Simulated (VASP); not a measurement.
Input of a VASP 6.6.1 run:

INCAR

```
SYSTEM = Cu
PREC = Accurate
ENCUT = 520
EDIFF = 1E-6
ISMEAR = 0
SIGMA = 0.05
LREAL = .False.
LASPH = .True.
NELM = 100
ALGO = Normal
ISIF = 2
LWAVE = .False.
LCHARG = .False.
GGA = PE
NBANDS = 90
```

The input KPOINTS:

```
Automatic mesh
0
Gamma
  1 1 9
  0 0 0
```

POSCAR

```
Cu
1.0
   14.2000000000      0.0000000000      0.0000000000
    0.0000000000     13.1000000000      0.0000000000
    0.0000000000      0.0000000000      6.2869084722
Cu
14
Direct
    0.5782661200      0.5489812908      0.0000000000
    0.4739112933      0.3530561277      0.3333333333
    0.3695564667      0.5489812908      0.6666666667
    0.5782661200      0.3530561277      0.0000000000
    0.4739112933      0.5489812908      0.3333333333
    0.3695564667      0.3530561277      0.6666666667
    0.6826209466      0.5489812908      0.6666666667
    0.4217338800      0.4510187092      0.0000000000
    0.6304435333      0.4510187092      0.3333333333
    0.5260887067      0.6469438723      0.6666666667
    0.4217338800      0.6469438723      0.0000000000
    0.3173790534      0.4510187092      0.3333333333
    0.6304435333      0.6469438723      0.3333333333
    0.5260887067      0.4510187092      0.6666666667
```

Potentials or basis: VASP PAW PBE potentials, release 64 (Cu).

Command:

```console
$ cat potpaw_PBE.64/Cu/POTCAR > POTCAR
$ mpirun -np 1 vasp_std > vasp.out
```

Problem. What does it give for the largest force?

Solution. 0.948 eV/Å.

Forces in eV/Å, atoms in the order of the input:
```
Cu   0.074  0.044 -0.001
Cu  -0.004  0.534  0.046
Cu   0.467 -0.269 -0.046
Cu  -0.470  0.812  0.136
Cu  -0.147  0.251 -0.101
Cu   0.307  0.690 -0.237
Cu  -0.751  0.083 -0.237
Cu  -0.074 -0.044  0.001
Cu  -0.467  0.269  0.046
Cu   0.004 -0.534 -0.046
Cu   0.470 -0.812 -0.136
Cu   0.751 -0.083  0.237
Cu  -0.307 -0.690  0.237
Cu   0.147 -0.251  0.101
```
